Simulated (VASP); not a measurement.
SiC (Moissanite), 4 atoms in the cell. It takes space group P6_3mc (No. 186, hexagonal). The conventional cell has a = 2.948 Å, b = 2.948 Å, c = 4.837 Å, α = 90.00°, β = 90.00°, γ = 120.00°. Si (site symmetry 3m) has 4 C at 1.79 to 1.86 Å within 2.4 Å. Within 2.4 Å of C (site symmetry 3m) lie 4 Si at 1.79 to 1.86 Å. 

```yaml
Program: VASP 6.6.1
Task: single point
Functional: LDA
Potentials_or_basis: VASP PAW LDA potentials, release 64 (Si, C)
Cutoff: 520 eV
k_mesh: 12 × 12 × 4
Occupations: methfessel-paxton, width 0.05 eV
Spin: no spin polarisation
Dipole_correction: no
Further_INCAR_settings: ALGO = Normal; EDIFF = 1e-06; NBANDS = 16
```

Potentials or basis: VASP PAW LDA potentials, release 64 (Si, C).

Run with:

```sh
$ cat potpaw_LDA.64/Si/POTCAR potpaw_LDA.64/C/POTCAR > POTCAR
$ mpirun -np 1 vasp_std > vasp.out
```

Hardware: 1 thread of Intel(R) Xeon(R) Platinum 8259CL CPU @ 2.50GHz (Skylake/Cascade Lake), with other jobs on the host.

Estimate the wall time of this run.

Run time: 17 s on 1 thread of Intel(R) Xeon(R) Platinum 8259CL CPU @ 2.50GHz (Skylake/Cascade Lake) (shared host), peak memory 0.15 GiB. Counts: scf iterations 12, k points 57.
